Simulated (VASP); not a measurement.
# Cd (Im-3m) in VASP: notebook

Runs on Cd. Level: revPBE. Tasks: single point.

All numbers are computed with VASP 6.6.1; they aren't measurements. Logs are shortened: lines on timing, memory, paths and dates and some standing lists are left out, and cuts for length are marked.

### Step 1. The cell of the first run

Symmetry: Im-3m, No. 229, cubic system. The conventional cell has a = 3.559 Å, b = 3.559 Å, c = 3.559 Å, α = 90.00°, β = 90.00°, γ = 90.00°. Cd (site symmetry m-3m) has 14 Cd at 3.08 to 3.56 Å within 4.1 Å.

### Step 2. Single point, revPBE (volume scaled by 0.92)

INCAR

```
SYSTEM = Cd
PREC = Accurate
ENCUT = 520
EDIFF = 1E-7
ISMEAR = -1
SIGMA = 0.1
LREAL = .False.
LASPH = .True.
NELM = 60
ALGO = Normal
ISIF = 2
LWAVE = .False.
LCHARG = .False.
GGA = RE
NBANDS = 12
```

KPOINTS

```
regular mesh
0
Gamma
  14 14 14
  0 0 0
```

POSCAR

```
Cd
1.0
   -1.7793482203      1.7793482203      1.7793482203
    1.7793482203     -1.7793482203      1.7793482203
    1.7793482203      1.7793482203     -1.7793482203
Cd
1
Direct
    0.0000000000      0.0000000000      0.0000000000
```

Potentials or basis: VASP PAW PBE potentials, release 64 (Cd).

Command:

```
$ cat potpaw_PBE.64/Cd/POTCAR > POTCAR
$ mpirun -np 1 vasp_std > vasp.out
```

OUTCAR:

```text
SYSTEM = Cd
   PREC = Accurate
   ENCUT = 520
   EDIFF = 1E-7
   ISMEAR = -1
   LREAL = .False.
   LASPH = .True.
   NELM = 60
   ISIF = 2
   GGA = RE

 ion  position               nearest neighbor table
   1  0.000  0.000  0.000-

  LATTYP: Found a body centered cubic cell.
 ALAT       =     3.5586964406

  Lattice vectors:

 A1 = (  -1.7793482203,   1.7793482203,   1.7793482203)
 A2 = (   1.7793482203,  -1.7793482203,   1.7793482203)
 A3 = (   1.7793482203,   1.7793482203,  -1.7793482203)

Analysis of symmetry for initial positions (statically):
=====================================================================
 Subroutine PRICEL returns:
 Original cell was already a primitive cell.

 Routine SETGRP: Setting up the symmetry group for a
 body centered cubic supercell.

 Subroutine GETGRP returns: Found 48 space group operations
 (whereof 48 operations were pure point group operations)
 out of a pool of 48 trial point group operations.

The static configuration has the point symmetry O_h .

Analysis of symmetry for dynamics (positions and initial velocities):
=====================================================================
 Subroutine PRICEL returns:
 Original cell was already a primitive cell.

 Routine SETGRP: Setting up the symmetry group for a
 body centered cubic supercell.

 Subroutine GETGRP returns: Found 48 space group operations
 (whereof 48 operations were pure point group operations)
 out of a pool of 48 trial point group operations.

The dynamic configuration has the point symmetry O_h .

 Subroutine INISYM returns: Found 48 space group operations
 (whereof 48 operations are pure point group operations),
 and found     1 'primitive' translations

----------------------------------------------------------------------------------------

                                     Primitive cell

  volume of cell :      22.5342

  direct lattice vectors                    reciprocal lattice vectors
    -1.779348220  1.779348220  1.779348220     0.000000000  0.281001770  0.281001770
     1.779348220 -1.779348220  1.779348220     0.281001770  0.000000000  0.281001770
     1.779348220  1.779348220 -1.779348220     0.281001770  0.281001770  0.000000000

  length of vectors
     3.081921522  3.081921522  3.081921522     0.397396515  0.397396515  0.397396515

  position of ions in fractional coordinates (direct lattice)
     0.000000000  0.000000000  0.000000000

  ion indices of the primitive-cell ions
   primitive index   ion index
                 1           1

----------------------------------------------------------------------------------------

 KPOINTS: regular mesh

Automatic generation of k-mesh.
 Grid dimensions read from file:
 generate k-points for:   14   14   14

 Generating k-lattice:

  Cartesian coordinates                     Fractional coordinates (reciprocal lattice)
     0.000000000  0.020071555  0.020071555     0.071428571  0.000000000  0.000000000
     0.020071555  0.000000000  0.020071555     0.000000000  0.071428571  0.000000000
     0.020071555  0.020071555  0.000000000     0.000000000  0.000000000  0.071428571

  Length of vectors
     0.028385465  0.028385465  0.028385465

  Shift w.r.t. Gamma in fractional coordinates (k-lattice)
     0.000000000  0.000000000  0.000000000

 Subroutine IBZKPT returns following result:
 ===========================================

 Found    104 irreducible k-points:

 Following reciprocal coordinates:
            Coordinates               Weight
  0.000000  0.000000  0.000000      1.000000
  0.071429  0.000000  0.000000     12.000000
  0.142857  0.000000  0.000000     12.000000
  0.214286  0.000000  0.000000     12.000000
  0.285714  0.000000  0.000000     12.000000
  0.357143  0.000000  0.000000     12.000000
[... 16 lines left out ...]
  0.285714  0.285714  0.000000     24.000000
  0.357143  0.285714  0.000000     24.000000
 [... further k-points ...]
   k-points           NKPTS =    104   k-points in BZ     NKDIM =    104   number of bands    NBANDS=     12
   number of dos      NEDOS =    301   number of ions     NIONS =      1
   total plane-waves  NPLWV =  13824
   dimension x,y,z NGX =    24 NGY =   24 NGZ =   24
   dimension x,y,z NGXF=    48 NGYF=   48 NGZF=   48
   ions per type =               1
   NGX,Y,Z   is equivalent  to a cutoff of  12.95, 12.95, 12.95 a.u.
   NGXF,Y,Z  is equivalent  to a cutoff of  25.89, 25.89, 25.89 a.u.
 SYSTEM =  Cd
   PREC   = accura    normal or accurate (medium, high low for compatibility)
   ISTART =      0    job   : 0-new  1-cont  2-samecut
   ICHARG =      2    charge: 1-file 2-atom 10-const
   ISPIN  =      1    spin polarized calculation?
   LNONCOLLINEAR =      F non collinear calculations
   LSORBIT =      F    spin-orbit coupling
   LASPH  =      T    aspherical Exc in radial PAW
   ENCUT  =  520.0 eV  38.22 Ry    6.18 a.u.   5.73  5.73  5.73*2*pi/ulx,y,z
   NELM   =     60;   NELMIN=  2; NELMDL= -5     # of ELM steps
   EDIFF  = 0.1E-06   stopping-criterion for ELM
   LREAL  =      F    real-space projection
   EDIFFG = 0.1E-05   stopping-criterion for IOM
   NSW    =      0    number of steps for IOM
   IBRION =     -1    ionic relax: 0-MD 1-quasi-New 2-CG
   NFREE  =      0    steps in history (QN), initial steepest desc. (CG)
   ISIF   =      2    stress and relaxation
   ISYM   =      2    0-nonsym 1-usesym 2-fastsym
   POTIM  = 0.5000    time-step for ionic-motion
   TEBEG  =    0.0;   TEEND  =   0.0 temperature during run
   PSTRESS=    0.0 pullay stress
   NELECT =      12.0000    total number of electrons
   NUPDOWN=      -1.0000    fix difference up-down
   EMIN   =  10.00;   EMAX   =-10.00  energy-range for DOS
   EFERMI =   0.00;   METHOD = LEGACY
   ISMEAR =    -1;   SIGMA  =   0.10  broadening in eV -4-tet -1-fermi 0-gaus
   EFERMI_NEDOS =   21; number of points for ismear=-14 and -15
   IALGO  =     38    algorithm
   IMIX   =      4    mixing-type and parameters
     AMIX     =   0.40;   BMIX     =  1.00
     AMIX_MAG =   1.60;   BMIX_MAG =  1.00
  volume/ion in A,a.u.               =      22.53       152.07
  Fermi-wavevector in a.u.,A,eV,Ry     =   1.326949  2.507570 23.957060  1.760794
  Thomas-Fermi vector in A             =   2.456298
   LORBIT       =      0    0 simple, 1 ext, 2 COOP (PROOUT), +10 PAW based schemes
   GGA     = RE    functional components
   LHFCALC =     F    Hartree Fock is set to
   AEXX    =    0.0000 exact exchange contribution
   IVDW    =     0    specifies the selected vdW correction
   LEPSILON=     F    determine dielectric tensor
   LRPA    =     F    only Hartree local field effects (RPA)
 non-spin polarized calculation
  energy-cutoff  :      520.00
  volume of cell :       22.53
 maximum number of plane-waves:       623
   NGX = 11   NGY = 11   NGZ = 11

 number of electron      12.0000004 magnetization

 Free energy of the ion-electron system (eV)
  ---------------------------------------------------
  ext. energy  EPLUGINS =         0.00000000
  ---------------------------------------------------
  free energy    TOTEN  =        -0.35764052 eV

  energy without entropy =       -0.34363245  energy(sigma->0) =       -0.35063649

 E-fermi :   2.7877     XC(G=0): -10.7285

 val. band max:        2.7713636166   @ k =  -0.4286   0.5000   0.0714
 cond. band min:       2.8422268686   @ k =  -0.4286  -0.4286   0.1429
 fundamental gap:      0.0708632520
 Fermi energy:         2.7877213124

 k-point     1 :       0.0000    0.0000    0.0000
  band No.  band energies     occupation
      1      -6.4399      2.00000
      2      -6.4399      2.00000
      3      -6.4399      2.00000
      4      -5.8336      2.00000
      5      -5.8336      2.00000
      6      -5.8159      2.00000
      7      18.1399      0.00000
      8      18.1399      0.00000
      9      18.1399      0.00000
     10      18.8140      0.00000
     11      18.8140      0.00000
     12      18.8140      0.00000

 k-point     2 :       0.0714    0.0000    0.0000
  band No.  band energies     occupation
      1      -6.4554      2.00000
      2      -6.4354      2.00000
      3      -6.3943      2.00000
      4      -5.8525      2.00000
      5      -5.8330      2.00000
      6      -5.6757      2.00000
      7      16.6252      0.00000
      8      17.6346      0.00000
      9      17.9381      0.00000
     10      17.9879      0.00000
     11      18.2502      0.00000
     12      18.6084      0.00000

 k-point     3 :       0.1429    0.0000    0.0000
  band No.  band energies     occupation
      1      -6.4987      2.00000
      2      -6.4471      2.00000
      3      -6.2643      2.00000
      4      -5.8942      2.00000
      5      -5.8309      2.00000
      6      -5.2407      2.00000
      7      13.8184      0.00000
      8      16.3318      0.00000
      9      16.5259      0.00000
     10      17.5066      0.00000
     11      17.7757      0.00000
     12      19.0416      0.00000
[... 286 lines left out ...]
 k-point    23 :       0.2857    0.2857    0.0000
  band No.  band energies     occupation
      1      -6.7083      2.00000
      2      -6.3910      2.00000
      3      -6.0963      2.00000
      4      -5.8543      2.00000
      5      -5.7066      2.00000
      6       1.1990      2.00000
      7       4.6844      0.00000
      8       5.3414      0.00000
      9      12.0677      0.00000
     10      18.9221      0.00000
     11      20.0037      0.00000
     12      23.0396      0.00000

 k-point    24 :       0.3571    0.2857    0.0000
  band No.  band energies     occupation
      1      -6.7098      2.00000
      2      -6.3399      2.00000
      3      -6.1505      2.00000
      4      -5.8171      2.00000
      5      -5.7326      2.00000
      6       2.9376      0.36513
      7       3.0090      0.19729
      8       4.9094      0.00000
      9      11.9665      0.00000
     10      19.1625      0.00000
     11      20.2907      0.00000
     12      22.2291      0.00000

 [... further k-points ...]
[... 5 lines left out ...]
  --------------------------------------------------------------------------------------
  -------------------------------------------------------------------------------------
  Total        0.5021485      0.5021485      0.5021485      0.0000000     -0.0000000      0.0000000
  in kB       35.7026048     35.7026048     35.7026048      0.0000000     -0.0000000      0.0000000
  external PRESSURE =      35.7026048 kB  Pullay stress =       0.0000000 kB

 VOLUME and BASIS-vectors are now :
 -----------------------------------------------------------------------------
  energy-cutoff  :      520.00
  volume of cell :       22.53
      direct lattice vectors                 reciprocal lattice vectors
    -1.779348220  1.779348220  1.779348220     0.000000000  0.281001770  0.281001770
     1.779348220 -1.779348220  1.779348220     0.281001770  0.000000000  0.281001770
     1.779348220  1.779348220 -1.779348220     0.281001770  0.281001770  0.000000000

 POSITION                                       TOTAL-FORCE (eV/Angst)
 -----------------------------------------------------------------------------------
      0.00000      0.00000      0.00000         0.000000     -0.000000     -0.000000
 -----------------------------------------------------------------------------------
    total drift:                                0.000000      0.000000      0.000000

  FREE ENERGIE OF THE ION-ELECTRON SYSTEM (eV)
  ---------------------------------------------------
  free  energy   TOTEN  =        -0.3576405183 eV

  energy  without entropy=       -0.3436324524  energy(sigma->0) =       -0.35063649
```

It took 13 s on 1 thread of AMD EPYC 9R14 (Zen 4), shared host; peak memory 0.12 GiB.

Results:

```yaml
Free_energy: -0.3576 eV
Pressure: 3.6 GPa
Band_gap_on_the_k_mesh: zero (band 6 reaches 6.22 eV, above the bottom of band 7 at 1.84 eV)
```

Caveat: the cell differs from its parent crystal (volume scaled by 0.92); the PAW data sets were made with another functional, which shifts forces and pressure a little.

### Step 3. Single point, revPBE (volume scaled by 0.96)

INCAR

```
  PREC = Accurate
  ENCUT = 520
  EDIFF = 1E-6
  ISMEAR = -1
  SIGMA = 0.1
  LREAL = F
  LASPH = T
  NELM = 60
  ALGO = Normal
  ISIF = 2
  LWAVE = F
  LCHARG = F
  GGA = RE
  NBANDS = 12
```

KPOINTS

```
regular mesh
0
Gamma
  14 14 14
```

POSCAR

```
Cd
1.0
   -1.8047709154      1.8047709154      1.8047709154
    1.8047709154     -1.8047709154      1.8047709154
    1.8047709154      1.8047709154     -1.8047709154
Cd
1
Direct
    0.0000000000      0.0000000000      0.0000000000
```

Potentials or basis: VASP PAW PBE potentials, release 64 (Cd).

Command:

```
$ cat potpaw_PBE.64/Cd/POTCAR > POTCAR
$ mpirun -np 1 vasp_std > vasp.out
```

Wall time 12 s (1 thread of AMD EPYC 9R14 (Zen 4), shared host); peak memory 0.13 GiB.

The run converged. Its results:

```yaml
Free_energy: -0.3735 eV
Pressure: 1.7 GPa
Band_gap_on_the_k_mesh: zero (band 6 reaches 5.89 eV, above the bottom of band 7 at 1.48 eV)
```

Levels at points of the mesh, in eV from the Fermi level:
```
           k point  band 3  band 4  band 5  band 6  band 7  band 8  band 9  band 10
(0.00, 0.00, 0.00)   -9.09   -8.54   -8.54   -8.28   15.17   15.17   15.17    15.46
(0.50, 0.00, 0.00)   -8.57   -8.52   -8.16   -1.84   -0.99    9.01    9.78    13.12
(0.50, 0.50, 0.50)   -8.25   -8.25   -8.25    3.41    3.41    3.41    5.23     7.73
```

Caveat: the cell differs from its parent crystal (volume scaled by 0.96); the PAW data sets were made with another functional, which shifts forces and pressure a little.

### Step 4. Single point, revPBE

This run uses another cell than the first one, of 24.49 Å³/atom, 1.087 times its volume.

INCAR

```
SYSTEM = Cd
PREC = Accurate ; ENCUT = 520
EDIFF = 1E-6 ; ISMEAR = -1
SIGMA = 0.1 ; LREAL = .FALSE.
LASPH = .TRUE. ; NELM = 60
ALGO = Normal ; ISIF = 2
LWAVE = .FALSE. ; LCHARG = .FALSE.
GGA = RE ; NBANDS = 12
```

KPOINTS

```
Automatic mesh
0
G
  14 14 14
  0 0 0
```

POSCAR

```
Cd
1.0
   -1.8294968772      1.8294968772      1.8294968772
    1.8294968772     -1.8294968772      1.8294968772
    1.8294968772      1.8294968772     -1.8294968772
Cd
1
Direct
    0.0000000000      0.0000000000      0.0000000000
```

Command:

```
$ cat potpaw_PBE.64/Cd/POTCAR > POTCAR
$ mpirun -np 1 vasp_std > vasp.out
```

Run time: 12 s. Hardware: 1 thread of AMD EPYC 9R14 (Zen 4), shared host; peak memory 0.12 GiB.

It converged, with:

```yaml
Free_energy: -0.3796 eV
Pressure: 0.3 GPa
Band_gap_on_the_k_mesh: zero (band 6 reaches 5.58 eV, above the bottom of band 7 at 1.15 eV)
```

Levels at points of the mesh, in eV from the Fermi level:
| k point | band 3 | band 4 | band 5 | band 6 | band 7 | band 8 | band 9 | band 10 |
| --- | --- | --- | --- | --- | --- | --- | --- | --- |
| (0.00, 0.00, 0.00) | -8.98 | -8.47 | -8.47 | -7.98 | 14.93 | 14.93 | 14.93 | 15.00 |
| (0.50, 0.00, 0.00) | -8.49 | -8.45 | -8.12 | -1.68 | -1.04 | 8.77 | 9.62 | 12.83 |
| (0.50, 0.50, 0.50) | -8.21 | -8.21 | -8.21 | 3.39 | 3.39 | 3.39 | 4.89 | 7.58 |

Caveat: the PAW data sets were made with another functional, which shifts forces and pressure a little.

### Step 5. The runs side by side

| cell | gap on the mesh (eV) | pressure (GPa) |
| --- | --- | --- |
| a = 3.082 Å, angles 109.5°, 1 atom | none | 3.6 |
| a = 3.126 Å, angles 109.5°, 1 atom | none | 1.7 |
| a = 3.169 Å, angles 109.5°, 1 atom | none | 0.3 |

Alike in all rows: task single point; level revPBE; potentials or basis VASP PAW PBE potentials, release 64 (Cd); no spin polarisation; k mesh 14 × 14 × 14; cutoff (eV) 520; smearing fermi-dirac 0.1 eV.

Caveats: the PAW data sets were made with another functional, which shifts forces and pressure a little.

Absolute energies hang on the potentials; compare differences alone.
